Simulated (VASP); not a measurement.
Here is a VASP 6.6.1 calculation.

The input POSCAR:

```
GaP
1.0
    0.0000000000      2.7258124900      2.7258124900
    2.7258124900      0.0000000000      2.7258124900
    2.7258124900      2.7258124900      0.0000000000
Ga P
1 1
Direct
    0.0000000000      0.0000000000      0.0000000000
    0.7500000000      0.7500000000      0.7500000000
```

File INCAR.step1:

```
SYSTEM = GaP
PREC = Accurate
ENCUT = 520
ISMEAR = 0
SIGMA = 0.1
LREAL = .False.
LASPH = .True.
NELM = 100
NBANDS = 16
GGA = PE
ALGO = Normal
EDIFF = 1E-4
LWAVE = .True.
LCHARG = .False.
```

The input INCAR.step2:

```
SYSTEM = GaP
PREC = Accurate
ENCUT = 520
EDIFF = 1E-6
ISMEAR = 0
SIGMA = 0.1
LREAL = .False.
LASPH = .True.
NELM = 100
ALGO = Normal
ISIF = 2
LWAVE = .False.
LCHARG = .True.
METAGGA = R2SCAN
LMIXTAU = .True.
LELF = .True.
LVHAR = .True.
NBANDS = 16
ISTART = 1
```

Contents of KPOINTS:

```
Automatic mesh
0
Gamma
  6 6 6
  0 0 0
```

Potentials or basis: VASP PAW PBE potentials, release 64 (Ga_d, P).

Launch:

```console
$ cat potpaw_PBE.64/Ga_d/POTCAR potpaw_PBE.64/P/POTCAR > POTCAR
$ cp INCAR.step1 INCAR
$ mpirun -np 1 vasp_std > vasp.out
$ cp INCAR.step2 INCAR
$ mpirun -np 1 vasp_std > vasp.out
```

(1) What does it give for the band gap on the k mesh?

(2) Predict the pressure.

Answers

(1) 1.91 eV, indirect (least direct gap 2.34 eV).

(2) 0.0 GPa.

Caveat: the PAW data sets were made with another functional, which shifts forces and pressure a little.
